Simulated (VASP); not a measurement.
# ZnO (P6_3mc) in VASP: a series of runs, part 2 of 2

VASP 6.6.1. Earlier steps stand in the parts before.

### 3 Relaxation of the atoms, PBE

INCAR reads:

```
SYSTEM = ZnO
PREC     = Accurate       ! precision mode
ENCUT    = 520            ! plane-wave cutoff, eV
EDIFF    = 1E-6           ! SCF threshold, eV
ISMEAR   = 0              ! smearing method
SIGMA    = 0.05           ! smearing width, eV
LREAL    = .FALSE.        ! projectors in reciprocal space
LASPH    = .TRUE.         ! aspherical terms in the spheres
NELM     = 100            ! most SCF steps
ALGO     = Normal         ! electronic algorithm
ISIF     = 2              ! what is computed and relaxed
LWAVE    = .FALSE.        ! write WAVECAR
LCHARG   = .FALSE.        ! write CHGCAR
GGA      = PE             ! functional
IBRION   = 2              ! ionic algorithm
NSW      = 80             ! ionic steps
EDIFFG   = -0.003         ! ionic threshold
```

KPOINTS reads:

```
Automatic mesh
0
G
  8 8 5
  0 0 0
```

POSCAR reads:

```
ZnO
1.0
    3.2500000000      0.0000000000      0.0000000000
   -1.6250000000      2.8145825600      0.0000000000
    0.0000000000      0.0000000000      5.2070000000
Zn O
2 2
Direct
    0.3333333333      0.6666666667      0.0000000000
    0.6666666667      0.3333333333      0.5000000000
    0.3333333333      0.6666666667      0.3820000000
    0.6666666667      0.3333333333      0.8820000000
```

Potentials or basis: VASP PAW PBE potentials, release 64 (Zn, O).

Launch:

```bash
> cat potpaw_PBE.64/Zn/POTCAR potpaw_PBE.64/O/POTCAR > POTCAR
> mpirun -np 1 vasp_std > vasp.out
```

OUTCAR:

```text
SYSTEM = ZnO
   PREC = Accurate
   ENCUT = 520
   EDIFF = 1E-6
   ISMEAR = 0
   LREAL = .FALSE.
   LASPH = .TRUE.
   NELM = 100
   ISIF = 2
   GGA = PE
   IBRION = 2
   NSW = 80
   EDIFFG = -0.003

 ion  position               nearest neighbor table
   1  0.333  0.667  0.000-   4 1.97   4 1.97   4 1.97   3 1.99
   2  0.667  0.333  0.500-   3 1.97   3 1.97   3 1.97   4 1.99
   3  0.333  0.667  0.382-   2 1.97   2 1.97   2 1.97   1 1.99
   4  0.667  0.333  0.882-   1 1.97   1 1.97   1 1.97   2 1.99

  LATTYP: Found a hexagonal cell.
 ALAT       =     3.2500000000
 C/A-ratio  =     1.6021538462

  Lattice vectors:

 A1 = (   3.2500000000,   0.0000000000,   0.0000000000)
[... 264 lines left out ...]
  ext. energy  EPLUGINS =         0.00000000
  ---------------------------------------------------
  free energy    TOTEN  =       -17.82397918 eV

  energy without entropy =      -17.82397918  energy(sigma->0) =      -17.82397918

 E-fermi :   1.4174     XC(G=0): -10.9077

 val. band max:        1.1983202159   @ k =   0.0000   0.0000   0.0000
 cond. band min:       1.9859884384   @ k =   0.0000   0.0000   0.0000
 fundamental gap:      0.7876682225
 Fermi energy:         1.4173832413

 k-point     1 :       0.0000    0.0000    0.0000
  band No.  band energies     occupation
      1     -16.8875      2.00000
      2     -16.1592      2.00000
      3      -4.4988      2.00000
      4      -4.4988      2.00000
      5      -4.4287      2.00000
      6      -4.4134      2.00000
[... 589 lines left out ...]
     21       9.8017      0.00000
     22       9.9310      0.00000

 [... further k-points ...]

------------------------ aborting loop because EDIFF is reached ----------------------------------------

  FORCE on cell =-STRESS in cart. coord.  units (eV):
  Direction    XX          YY          ZZ          XY          YZ          ZX
  --------------------------------------------------------------------------------------
  -------------------------------------------------------------------------------------
  Total        1.6683747      1.6683747      1.8770848      0.0000000      0.0000000      0.0000000
  in kB       56.1202035     56.1202034     63.1407209      0.0000000      0.0000000      0.0000000
  external PRESSURE =      58.4603759 kB  Pullay stress =       0.0000000 kB
[... 19 lines left out ...]
  FREE ENERGIE OF THE ION-ELECTRON SYSTEM (eV)
  ---------------------------------------------------
  free  energy   TOTEN  =       -17.8239791783 eV

  energy  without entropy=      -17.8239791783  energy(sigma->0) =      -17.82397918

 reached required accuracy - stopping structural energy minimisation
```

OSZICAR:

```text
N       E                     dE             d eps       ncg     rms          rms(c)
DAV:   1     0.283779582472E+03    0.28378E+03   -0.18856E+04  1352   0.236E+03
DAV:   2     0.783244023507E+01   -0.27595E+03   -0.26477E+03  1434   0.439E+02
[... 19 lines left out ...]
DAV:   5    -0.178239556018E+02   -0.17775E-06   -0.22455E-06  1206   0.120E-02
   2 F= -.17823956E+02 E0= -.17823956E+02  d E =-.147581E-03
       N       E                     dE             d eps       ncg     rms          rms(c)
DAV:   1    -0.178239328290E+02    0.22595E-04   -0.19213E-02  1320   0.111E+00    0.282E-02
DAV:   2    -0.178239800513E+02   -0.47222E-04   -0.48740E-04  1434   0.194E-01    0.169E-02
DAV:   3    -0.178239791783E+02    0.87295E-06   -0.23558E-06  1324   0.180E-02
   3 F= -.17823979E+02 E0= -.17823979E+02  d E =-.171158E-03
```

CONTCAR:

```text
ZnO
   1.00000000000000
     3.2500000000000000    0.0000000000000000    0.0000000000000000
    -1.6250000000000000    2.8145825599999998    0.0000000000000000
     0.0000000000000000    0.0000000000000000    5.2069999999999999
  Zn              O
     2     2
Direct
     0.3333333332999970    0.6666666667000030    0.0004910838831671
     0.6666666667000030    0.3333333332999970    0.5004910838831671
     0.3333333332999970    0.6666666667000030    0.3815089161168309
     0.6666666667000030    0.3333333332999970    0.8815089161168308

  0.00000000E+00  0.00000000E+00  0.00000000E+00
  0.00000000E+00  0.00000000E+00  0.00000000E+00
  0.00000000E+00  0.00000000E+00  0.00000000E+00
  0.00000000E+00  0.00000000E+00  0.00000000E+00
```

It took 61 s on 1 thread of Intel Xeon 8259CL, shared host; peak memory 0.17 GiB.

What came out:

```
Free energy               : -17.8240 eV
Energy gained by relaxing : 0.0 meV/atom
Ionic steps               : 3
Pressure after relaxing   : 5.8 GPa
Band gap on the k mesh    : 0.79 eV
```

Stress tensor (GPa, compression positive):
```
5.61 0.00 0.00
0.00 5.61 0.00
0.00 0.00 6.31
```

The path:
```tsv
step	energy change (eV)	largest force (eV/Å)	pressure (GPa)
1	0.0000	0.0333	5.90
2	-0.0001	0.0124	5.85
3	-0.0002	0.0000	5.85
```

Final structure:
```
CELL_PARAMETERS angstrom
3.25000 0.00000 0.00000
-1.62500 2.81458 0.00000
0.00000 0.00000 5.20700
ATOMIC_POSITIONS crystal
Zn 0.33333 0.66667 0.00049
Zn 0.66667 0.33333 0.50049
O 0.33333 0.66667 0.38151
O 0.66667 0.33333 0.88151
```

Levels at points of the mesh, in eV from the valence-band top:
```csv
k point,band 14,band 15,band 16,band 17,band 18,band 19,band 20,band 21,band 22
"(0.00, 0.00, 0.00)",-0.79,-0.79,-0.09,0.00,0.00,0.79,5.19,8.25,12.84
"(0.50, 0.00, 0.00)",-3.56,-2.81,-2.27,-1.27,-0.85,5.77,6.86,7.63,8.47
```
